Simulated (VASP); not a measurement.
# C (P6_3/mmc) in VASP: a series of runs, part 2 of 2

VASP 6.6.1. The steps go on from the part before.

### Step 5. Relaxation of shape and atoms at fixed volume, r2SCAN

This run uses another cell than the first one, of 10.72 Å³/atom.

POSCAR

```
C
1.0
    2.4662605086      0.0000000000      0.0000000000
   -1.2331302543      2.1358442528      0.0000000000
    0.0000000000      0.0000000000      8.1426243982
C
4
Direct
    0.0000000000      0.0000000000      0.2500000000
    0.0000000000      0.0000000000      0.7500000000
    0.3333333333      0.6666666667      0.2500000000
    0.6666666667      0.3333333333      0.7500000000
```

INCAR.step1

```
SYSTEM = C
PREC = Accurate
ENCUT = 600
ISMEAR = 0
SIGMA = 0.05
LREAL = .False.
LASPH = .True.
NELM = 100
GGA = PE
ALGO = Normal
EDIFF = 1E-4
LWAVE = .True.
LCHARG = .False.
```

INCAR.step2

```
SYSTEM = C
PREC = Accurate
ENCUT = 600
EDIFF = 1E-6
ISMEAR = 0
SIGMA = 0.05
LREAL = .False.
LASPH = .True.
NELM = 100
ALGO = Normal
ISIF = 4
LWAVE = .False.
LCHARG = .False.
METAGGA = R2SCAN
LMIXTAU = .True.
IBRION = 2
NSW = 60
EDIFFG = -0.02
ISTART = 1
```

KPOINTS

```
regular mesh
0
Gamma
  10 10 4
  0 0 0
```

Potentials or basis: VASP PAW PBE potentials, release 64 (C).

Launch:

```bash
$ cat potpaw_PBE.64/C/POTCAR > POTCAR
$ cp INCAR.step1 INCAR
$ mpirun -np 1 vasp_std > vasp.out
$ cp INCAR.step2 INCAR
$ mpirun -np 1 vasp_std > vasp.out
```

OUTCAR:

```text
SYSTEM = C
   PREC = Accurate
   ENCUT = 600
   EDIFF = 1E-6
   ISMEAR = 0
   LREAL = .False.
   LASPH = .True.
   NELM = 100
   ISIF = 4
   METAGGA = R2SCAN
   IBRION = 2
   NSW = 60
   EDIFFG = -0.02
   ISTART = 1

 ion  position               nearest neighbor table
   1  0.000  0.000  0.250-   3 1.42   3 1.42   3 1.42
   2  0.000  0.000  0.750-   4 1.42   4 1.42   4 1.42
   3  0.333  0.667  0.250-   1 1.42   1 1.42   1 1.42
   4  0.667  0.333  0.750-   2 1.42   2 1.42   2 1.42

  LATTYP: Found a hexagonal cell.
 ALAT       =     2.4662605086
 C/A-ratio  =     3.3016075835

  Lattice vectors:

 A1 = (   2.4662605086,   0.0000000000,   0.0000000000)
 A2 = (  -1.2331302543,   2.1358442528,   0.0000000000)
 A3 = (   0.0000000000,   0.0000000000,   8.1426243982)

Analysis of symmetry for initial positions (statically):
=====================================================================
 Subroutine PRICEL returns:
 Original cell was already a primitive cell.

 Routine SETGRP: Setting up the symmetry group for a
 hexagonal supercell.

 Subroutine GETGRP returns: Found 24 space group operations
 (whereof 12 operations were pure point group operations)
 out of a pool of 24 trial point group operations.

The static configuration has the point symmetry D_3d.
 The point group associated with its full space group is D_6h.

Analysis of symmetry for dynamics (positions and initial velocities):
=====================================================================
 Subroutine PRICEL returns:
 Original cell was already a primitive cell.

 Routine SETGRP: Setting up the symmetry group for a
 hexagonal supercell.

 Subroutine GETGRP returns: Found 24 space group operations
 (whereof 12 operations were pure point group operations)
 out of a pool of 24 trial point group operations.

The dynamic configuration has the point symmetry D_3d.
 The point group associated with its full space group is D_6h.

[... 181 lines left out ...]

  FREE ENERGIE OF THE ION-ELECTRON SYSTEM (eV)
  ---------------------------------------------------
  free  energy   TOTEN  =       -39.7466919195 eV

  energy  without entropy=      -39.7466919195  energy(sigma->0) =      -39.74669192

--------------------------------------- Ionic step        2  -------------------------------------------

 number of electron      16.0000000 magnetization

 Free energy of the ion-electron system (eV)
  ---------------------------------------------------
  ext. energy  EPLUGINS =         0.00000000
  ---------------------------------------------------
  free energy    TOTEN  =       -39.74855008 eV

  energy without entropy =      -39.74855008  energy(sigma->0) =      -39.74855008

 E-fermi :   2.4336     XC(G=0):  -9.7046

 val. band max:        2.1318326090   @ k =   0.3000   0.3000   0.0000
 cond. band min:       4.0660454240   @ k =   0.3000   0.3000   0.0000
 fundamental gap:      1.9342128150
 Fermi energy:         2.4335828009

 k-point     1 :       0.0000    0.0000    0.0000
  band No.  band energies     occupation
      1     -17.7863      2.00000
      2     -17.7347      2.00000
      3      -5.3590      2.00000
      4      -4.7169      2.00000
      5      -0.1655      2.00000
      6      -0.1655      2.00000
      7      -0.1635      2.00000
      8      -0.1635      2.00000
      9       6.2977      0.00000
     10      10.1521      0.00000
     11      11.7534      0.00000
     12      11.7543      0.00000
[... 331 lines left out ...]
 k-point    24 :       0.4000    0.1000    0.2500
  band No.  band energies     occupation
      1     -12.7521      2.00000
      2     -12.7292      2.00000
      3     -10.1231      2.00000
      4     -10.1057      2.00000
      5      -4.4926      2.00000
      6      -4.4858      2.00000
      7       0.2650      2.00000
      8       0.5070      2.00000
      9       5.1774      0.00000
     10       5.3819      0.00000
     11      11.8752      0.00000
     12      11.9425      0.00000

 [... further k-points ...]
[... 5 lines left out ...]
  --------------------------------------------------------------------------------------
  -------------------------------------------------------------------------------------
  Total       -0.2531677     -0.2531677     -0.3318416     -0.0000000      0.0000000      0.0000000
  in kB       -9.4568382     -9.4568382    -12.3956253     -0.0000000      0.0000000      0.0000000
  external PRESSURE =     -10.4364339 kB  Pullay stress =       0.0000000 kB

 VOLUME and BASIS-vectors are now :
 -----------------------------------------------------------------------------
  energy-cutoff  :      600.00
  volume of cell :       42.89
      direct lattice vectors                 reciprocal lattice vectors
     2.459174018  0.000000000  0.000000000     0.406640601  0.234774060 -0.000000000
    -1.229587009  2.129707172  0.000000000    -0.000000000  0.469548121  0.000000000
     0.000000000 -0.000000000  8.189620479     0.000000000 -0.000000000  0.122105780

 POSITION                                       TOTAL-FORCE (eV/Angst)
 -----------------------------------------------------------------------------------
     -1.22959      2.12971      2.04741        -0.000000      0.000000     -0.000000
      2.45917      0.00000      6.14222         0.000000      0.000000      0.000000
     -0.00000      1.41980      2.04741         0.000000     -0.000000     -0.000000
      1.22959      0.70990      6.14222        -0.000000      0.000000      0.000000
 -----------------------------------------------------------------------------------
    total drift:                                0.000000      0.000000     -0.000000

  FREE ENERGIE OF THE ION-ELECTRON SYSTEM (eV)
  ---------------------------------------------------
  free  energy   TOTEN  =       -39.7485500753 eV

  energy  without entropy=      -39.7485500753  energy(sigma->0) =      -39.74855008

 reached required accuracy - stopping structural energy minimisation
```

OUTCAR.step1:

```text
SYSTEM = C
   PREC = Accurate
   ENCUT = 600
   ISMEAR = 0
   LREAL = .False.
   LASPH = .True.
[... 592 lines left out ...]
      0.00000      0.00000      6.10697        -0.000000      0.000000     -0.000000
     -0.00000      1.42390      2.03566         0.000000     -0.000000      0.000000
      1.23313      0.71195      6.10697        -0.000000      0.000000     -0.000000
 -----------------------------------------------------------------------------------
    total drift:                                0.000000      0.000000      0.000000

  FREE ENERGIE OF THE ION-ELECTRON SYSTEM (eV)
  ---------------------------------------------------
  free  energy   TOTEN  =       -36.9234565748 eV

  energy  without entropy=      -36.9234565748  energy(sigma->0) =      -36.92345657
```

It took 4.5 min on 1 thread of Intel Xeon 8259CL, shared host; peak memory 0.17 GiB.

Results:

* Free energy: -39.7486 eV
* Energy gained by relaxing: 0.5 meV/atom
* Ionic steps: 2
* Pressure after relaxing: -1.0 GPa

Stress tensor (GPa, compression positive):
```
-0.95  0.00  0.00
 0.00 -0.95  0.00
 0.00  0.00 -1.24
```

The path:
```
step  energy change (eV)  largest force (eV/Å)  pressure (GPa)  volume (Å³)
   1              0.0000                0.0000           -3.04        42.89
   2             -0.0019                0.0000           -1.04        42.89
```

Final structure:
```xyz
4
Lattice="2.4592 0.0000 0.0000 -1.2296 2.1297 0.0000 0.0000 0.0000 8.1896" Properties=species:S:1:pos:R:3 pbc="T T T"
C    -1.2296    2.1297    2.0474
C     2.4592    0.0000    6.1422
C     0.0000    1.4198    2.0474
C     1.2296    0.7099    6.1422
```

Caveat: the PAW data sets were made with another functional, which shifts forces and pressure a little.

### Step 6. Overview

```csv
cell,pressure (GPa),relaxed volume (Å³/atom)
"relaxed from a = 2.373, b = 2.373, c = 7.476 Å, angles 90.0, 90.0, 120.0°, 4 atoms",-0.1,9.11
"relaxed from a = 2.447, b = 2.447, c = 7.158 Å, angles 90.0, 90.0, 120.0°, 4 atoms",-0.4,9.28
"relaxed from a = 2.453, b = 2.453, c = 8.181 Å, angles 90.0, 90.0, 120.0°, 4 atoms",-1.3,-
"relaxed from a = 2.466, b = 2.466, c = 8.143 Å, angles 90.0, 90.0, 120.0°, 4 atoms",-1.0,-
```

Alike in all rows: task relaxation of shape and atoms at fixed volume; level r2SCAN; potentials or basis VASP PAW PBE potentials, release 64 (C); no spin polarisation; k mesh 10 × 10 × 4; cutoff (eV) 600; smearing gaussian 0.05 eV.

Caveats: the PAW data sets were made with another functional, which shifts forces and pressure a little.

Total energies depend on the potentials used, so only differences within one code and one set of settings carry meaning.
